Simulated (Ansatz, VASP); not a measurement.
One calculation of PbS, two programs

INCAR

```
  PREC = Accurate
  ENCUT = 520
  EDIFF = 1E-6
  ISMEAR = -1
  SIGMA = 0.01
  LREAL = False
  LASPH = True
  NELM = 80
  ALGO = Normal
  ISIF = 2
  LWAVE = False
  LCHARG = True
  GGA = PE
  LELF = True
  LVHAR = True
  NBANDS = 28
```

Contents of KPOINTS:

```
regular mesh
0
Gamma
  7 7 3
```

File POSCAR:

```
PbS
1.0
    2.9306654784     -2.8903009309      0.0000000000
    2.9306654784      2.8903009309      0.0000000000
   -1.0764377657      0.0000000000     11.6701282025
Pb S
2 2
Direct
    0.7756000000      0.7756000000      0.6363800000
    0.2244000000      0.2244000000      0.3636200000
    0.2684000000      0.2684000000      0.5986000000
    0.7316000000      0.7316000000      0.4014000000
```

Input for Ansatz:

```yaml
crystal:
  lattice:
    - [2.9306654784, -2.8903009309, 0.0]
    - [2.9306654784, 2.8903009309, 0.0]
    - [-1.0764377657, 0.0, 11.6701282025]
  atoms:
    - { symbol: Pb, position: [0.7756, 0.7756, 0.63638] }
    - { symbol: Pb, position: [0.2244, 0.2244, 0.36362] }
    - { symbol: S, position: [0.2684, 0.2684, 0.5986] }
    - { symbol: S, position: [0.7316, 0.7316, 0.4014] }
kpoints:
  mp_grid: { grid: [7, 7, 3] }
  band_path:
    path:
      - [0.0, 0.0, 0.0]
      - [-0.4952296494, 0.4952296494, 0.0]
      - [-0.5047703506, -0.4952296494, 0.0]
      - [-0.5, -0.5, 0.0]
      - [0.0, 0.0, 0.0]
      - [-0.5, -0.5, 0.5]
      - [-0.5160352562, -0.4839647438, 0.5]
      - [-0.4839647438, 0.4839647438, 0.5]
      - [0.0, 0.0, 0.5]
    npoints: 5
scf:
  occupations: { method: fermi_dirac, width: 0.01 }
hamiltonian:
  xc: pbe
  pseudopotentials: { kind: all_electron, lapw: { basis_error: 0.0005 } }
output:
  forces: true
  stress: true
  eigenvalues: true
```

Change from the starting cell: volume scaled by 0.99.

Alike in both runs: task single point; functional PBE; k mesh 7 × 7 × 3; occupations fermi-dirac, width 0.01 eV; no spin polarisation.

|  | VASP | Ansatz |
| --- | --- | --- |
| version | VASP 6.6.1 | Ansatz 0.2.0 |
| potentials or method | VASP PAW PBE potentials, release 64 (Pb_d, S), cutoff 520 eV | all-electron LAPW, scalar-relativistic |

```tsv
	VASP	Ansatz	Ansatz less VASP
gap on the k mesh at the Fermi level (eV)	1.25	1.26	+0.004
rms of the force components (eV/Å)	0.140	0.138	-0.0017
```

Atom by atom the forces differ by 0.002 eV/Å (rms over components). Ansatz ran all-electron here, and VASP with PAW potentials.

Spin-orbit coupling is off throughout.
